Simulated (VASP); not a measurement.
# SiC (C222_1) in VASP: further runs, part 2 of 3

VASP 6.6.1.

**3. Single point, PBE (mode 7 (741.2 1/cm) frozen in, largest displacement +0.225 Å)**

Input file INCAR:

```
SYSTEM = SiC
ALGO = Normal ; EDIFF = 1E-6
ENCUT = 600 ; GGA = PE
GGA_COMPAT = .FALSE. ; ISIF = 2
ISMEAR = 0 ; LASPH = .TRUE.
LCHARG = .TRUE. ; LELF = .TRUE.
LREAL = .FALSE. ; LVHAR = .TRUE.
LWAVE = .FALSE. ; NBANDS = 16
NELM = 120 ; PREC = Accurate
SIGMA = 0.05
```

Input file KPOINTS:

```
k-points
0
G
  10 10 6
  0 0 0
```

Input file POSCAR:

```
SiC
1.0
    0.0000000000     -2.1898640950     -2.1898640950
    0.0000000000      2.1898640950     -2.1898640950
    4.3797281900      0.0000000000      0.0000000000
Si C
2 2
Direct
    0.5144429109      0.5144429109      0.5000000000
   -0.0144429109     -0.0144429109      0.0000000000
    0.9486269489      0.5513730511      0.2500000000
    0.5513730511     -0.0513730511      0.7500000000
```

Potentials or basis: VASP PAW PBE potentials, release 64 (Si, C).

Started as:

```console
$ cat potpaw_PBE.64/Si/POTCAR potpaw_PBE.64/C/POTCAR > POTCAR
$ mpirun -np 1 vasp_std > vasp.out
```

OUTCAR:

```text
SYSTEM = SiC
   EDIFF = 1E-6
   ENCUT = 600
   GGA = PE
   ISIF = 2
   ISMEAR = 0
   LASPH = .TRUE.
   LREAL = .FALSE.
   NELM = 120
   PREC = Accurate

 ion  position               nearest neighbor table
   1  0.514  0.514  0.500-   3 1.74   4 1.74   4 2.07   3 2.07   2 3.01   2 3.01   2 3.10   2 3.10
                             2 3.10   2 3.10
   2  0.986  0.986  0.000-   3 1.74   4 1.74   4 2.07   3 2.07   1 3.01   1 3.01   1 3.10   1 3.10
                             1 3.10   1 3.10
   3  0.949  0.551  0.250-   1 1.74   2 1.74   1 2.07   2 2.07
   4  0.551  0.949  0.750-   1 1.74   2 1.74   1 2.07   2 2.07

  LATTYP: Found a simple tetragonal cell.
 ALAT       =     3.0969355029
 C/A-ratio  =     1.4142135624

  Lattice vectors:

 A1 = (   0.0000000000,  -2.1898640950,  -2.1898640950)
 A2 = (   0.0000000000,   2.1898640950,  -2.1898640950)
 A3 = (   4.3797281900,   0.0000000000,   0.0000000000)

Analysis of symmetry for initial positions (statically):
=====================================================================
 Subroutine PRICEL returns:
 Original cell was already a primitive cell.

 Routine SETGRP: Setting up the symmetry group for a
 simple tetragonal supercell.

 Subroutine GETGRP returns: Found  4 space group operations
 (whereof  2 operations were pure point group operations)
 out of a pool of 16 trial point group operations.

The static configuration has the point symmetry C_2 .
 The point group associated with its full space group is D_2 .

Analysis of symmetry for dynamics (positions and initial velocities):
=====================================================================
 Subroutine PRICEL returns:
 Original cell was already a primitive cell.

 Routine SETGRP: Setting up the symmetry group for a
 simple tetragonal supercell.

 Subroutine GETGRP returns: Found  4 space group operations
 (whereof  2 operations were pure point group operations)
[... 129 lines left out ...]
  Fermi-wavevector in a.u.,A,eV,Ry     =   1.186709  2.242555 19.160797  1.408279
  Thomas-Fermi vector in A             =   2.322876
   LORBIT       =      0    0 simple, 1 ext, 2 COOP (PROOUT), +10 PAW based schemes
   GGA     = PE    functional components
   LHFCALC =     F    Hartree Fock is set to
   AEXX    =    0.0000 exact exchange contribution
   IVDW    =     0    specifies the selected vdW correction
   LEPSILON=     F    determine dielectric tensor
   LRPA    =     F    only Hartree local field effects (RPA)
 non-spin polarized calculation
 Gauss-broadening in eV      SIGMA  =   0.05
  energy-cutoff  :      600.00
  volume of cell :       42.01
 maximum number of plane-waves:      1432
 NGX is ok and might be reduce to    28
   NGX = 13   NGY = 13   NGZ = 17

 number of electron      15.9999999 magnetization

 Free energy of the ion-electron system (eV)
  ---------------------------------------------------
  ext. energy  EPLUGINS =         0.00000000
  ---------------------------------------------------
  free energy    TOTEN  =       -28.66402083 eV

  energy without entropy =      -28.66402083  energy(sigma->0) =      -28.66402083

 E-fermi :   8.3380     XC(G=0): -11.2763

 val. band max:        8.1064007048   @ k =   0.0000   0.0000   0.0000
 cond. band min:       9.0234816205   @ k =   0.5000   0.5000   0.0000
 fundamental gap:      0.9170809158
 Fermi energy:         8.3379980420

 k-point     1 :       0.0000    0.0000    0.0000
  band No.  band energies     occupation
      1      -7.4744      2.00000
      2      -2.5053      2.00000
      3      -0.0282      2.00000
      4       4.6713      2.00000
      5       4.7720      2.00000
      6       7.5141      2.00000
[... 433 lines left out ...]
      3       0.6056      2.00000
      4       3.0157      2.00000
      5       3.0538      2.00000
      6       4.0337      2.00000
[... 8 lines left out ...]
     15      19.2284      0.00000
     16      19.9793      0.00000

 [... further k-points ...]

------------------------ aborting loop because EDIFF is reached ----------------------------------------

  FORCE on cell =-STRESS in cart. coord.  units (eV):
  Direction    XX          YY          ZZ          XY          YZ          ZX
  --------------------------------------------------------------------------------------
  -------------------------------------------------------------------------------------
  Total        5.4144828      0.8439377      3.3818740      0.0000000      0.0000000      0.0000000
  in kB      206.5171280     32.1891496    128.9901424      0.0000000      0.0000000      0.0000000
  external PRESSURE =     122.5654733 kB  Pullay stress =       0.0000000 kB

 VOLUME and BASIS-vectors are now :
 -----------------------------------------------------------------------------
  energy-cutoff  :      600.00
  volume of cell :       42.01
      direct lattice vectors                 reciprocal lattice vectors
     0.000000000 -2.189864095 -2.189864095     0.000000000 -0.228324671 -0.228324671
     0.000000000  2.189864095 -2.189864095     0.000000000  0.228324671 -0.228324671
     4.379728190  0.000000000  0.000000000     0.228324671  0.000000000  0.000000000

 POSITION                                       TOTAL-FORCE (eV/Angst)
 -----------------------------------------------------------------------------------
      2.18986      0.00000     -2.25312         0.000000      0.000000      3.833186
      0.00000      0.00000     -4.31647         0.000000      0.000000     -3.833186
      1.09493     -0.86993     -3.28480         0.000000     -5.429606     -0.000000
      3.28480      0.86993     -3.28480        -0.000000      5.429606     -0.000000
 -----------------------------------------------------------------------------------
    total drift:                                0.000000      0.000000      0.000000

  FREE ENERGIE OF THE ION-ELECTRON SYSTEM (eV)
  ---------------------------------------------------
  free  energy   TOTEN  =       -28.6640208281 eV

  energy  without entropy=      -28.6640208281  energy(sigma->0) =      -28.66402083
```

OSZICAR:

```text
N       E                     dE             d eps       ncg     rms          rms(c)
DAV:   1     0.322885976046E+02    0.32289E+02   -0.77566E+03  3968   0.980E+02
DAV:   2    -0.300162633628E+02   -0.62305E+02   -0.56108E+02  5536   0.169E+02
DAV:   3    -0.329510260281E+02   -0.29348E+01   -0.29197E+01  5168   0.340E+01
DAV:   4    -0.329733609374E+02   -0.22335E-01   -0.22330E-01  4880   0.361E+00
DAV:   5    -0.329735800240E+02   -0.21909E-03   -0.21908E-03  5160   0.345E-01    0.134E+01
DAV:   6    -0.287490734628E+02    0.42245E+01   -0.72661E+00  5208   0.172E+01    0.585E+00
DAV:   7    -0.286867760197E+02    0.62297E-01   -0.11993E+00  5432   0.658E+00    0.269E+00
DAV:   8    -0.286656631552E+02    0.21113E-01   -0.60939E-02  4616   0.160E+00    0.695E-01
DAV:   9    -0.286637637708E+02    0.18994E-02   -0.84556E-03  5432   0.643E-01    0.156E-01
DAV:  10    -0.286639937608E+02   -0.22999E-03   -0.13024E-03  4984   0.232E-01    0.660E-02
DAV:  11    -0.286640211289E+02   -0.27368E-04   -0.67093E-05  5368   0.567E-02    0.297E-02
DAV:  12    -0.286640208281E+02    0.30082E-06   -0.94867E-06  4720   0.209E-02
   1 F= -.28664021E+02 E0= -.28664021E+02  d E =-.226196E-13
```

stdout:

```text
POSCAR found type information on POSCAR SiC
 POSCAR found :  2 types and       4 ions
 scaLAPACK will be used
 LDA part: xc-table for (Slater+PW92), standard interpolation
 POSCAR, INCAR and KPOINTS ok, starting setup
 FFT: planning ... GRIDC
 FFT: planning ... GRID_SOFT
 FFT: planning ... GRID
 WAVECAR not read
 entering main loop
```

Run time: 45 s. Hardware: 1 thread of Intel Xeon 6975P-C (Granite Rapids), shared host; peak memory 0.21 GiB.

Results:

```yaml
Free_energy: -28.6640 eV
Pressure: 12.3 GPa
Largest_force: 5.430 eV/Å
Band_gap_on_the_k_mesh: 0.92 eV, indirect (least direct gap 1.70 eV)
```

Forces in eV/Å, atoms in the order of the input:
```
Si   0.000  0.000  3.833
Si   0.000  0.000 -3.833
C    0.000 -5.430  0.000
C    0.000  5.430  0.000
```

Caveat: the cell differs from its parent crystal (mode 7 (741.2 1/cm) frozen in, largest displacement +0.225 Å); forces of over 1 eV/Å act on the atoms, so gaps and moduli don't describe the material at rest. A k mesh can miss the band edges.

**4. Single point, PBE (mode 7 (741.2 1/cm) frozen in, largest displacement -0.150 Å)**

Input file INCAR:

```
PREC = Accurate
ENCUT = 600
EDIFF = 1E-6
ISMEAR = 0
SIGMA = 0.05
LREAL = F
LASPH = T
NELM = 120
ALGO = Normal
ISIF = 2
LWAVE = F
LCHARG = T
GGA = PE
LELF = T
LVHAR = T
NBANDS = 16
GGA_COMPAT = F
```

Input file KPOINTS:

```
regular mesh
0
Gamma
  10 10 6
```

Input file POSCAR:

```
SiC
1.0
    0.0000000000     -2.1898640950     -2.1898640950
    0.0000000000      2.1898640950     -2.1898640950
    4.3797281900      0.0000000000      0.0000000000
Si C
2 2
Direct
    0.4903713928      0.4903713928      0.5000000000
    0.0096286072      0.0096286072      0.0000000000
    1.0342487007      0.4657512993      0.2500000000
    0.4657512993      0.0342487007      0.7500000000
```

Started as:

```console
$ cat potpaw_PBE.64/Si/POTCAR potpaw_PBE.64/C/POTCAR > POTCAR
$ mpirun -np 1 vasp_std > vasp.out
```

Run time: 39 s. Hardware: 1 thread of Intel Xeon 6975P-C (Granite Rapids), shared host; peak memory 0.22 GiB.

The run converged. Its results:

```
Free energy            : -29.4765 eV
Pressure               : 5.3 GPa
Largest force          : 3.635 eV/Å
Band gap on the k mesh : 1.17 eV, indirect (least direct gap 1.53 eV)
```

Forces on the atoms (eV/Å):
```
Si   0.000  0.000 -2.464
Si   0.000  0.000  2.464
C    0.000  3.635  0.000
C    0.000 -3.635  0.000
```

Stress tensor (GPa, compression positive):
```
8.96 0.00 0.00
0.00 1.41 0.00
0.00 0.00 5.67
```

Levels at points of the mesh, in eV from the valence-band top:
| k point | band 6 | band 7 | band 8 | band 9 | band 10 | band 11 |
| --- | --- | --- | --- | --- | --- | --- |
| (0.00, 0.00, 0.00) | -0.27 | -0.23 | 0.00 | 1.53 | 4.16 | 5.75 |
| (0.50, 0.00, 0.00) | -4.08 | -1.54 | -0.87 | 5.13 | 5.34 | 7.66 |
| (0.50, 0.50, 0.00) | -3.50 | -3.42 | -2.84 | 1.17 | 1.56 | 4.18 |
| (0.00, 0.00, 0.50) | -1.99 | -1.84 | -1.84 | 3.84 | 3.84 | 5.77 |
| (0.50, 0.00, 0.50) | -1.56 | -0.78 | -0.78 | 5.09 | 5.09 | 6.72 |
| (0.50, 0.50, 0.50) | -5.14 | -4.42 | -4.42 | 4.64 | 4.64 | 9.12 |

Caveat: the cell differs from its parent crystal (mode 7 (741.2 1/cm) frozen in, largest displacement -0.150 Å); forces of over 1 eV/Å act on the atoms, so gaps and moduli don't describe the material at rest. A k mesh can miss the band edges.

(Part 2 of 3 ends here.)
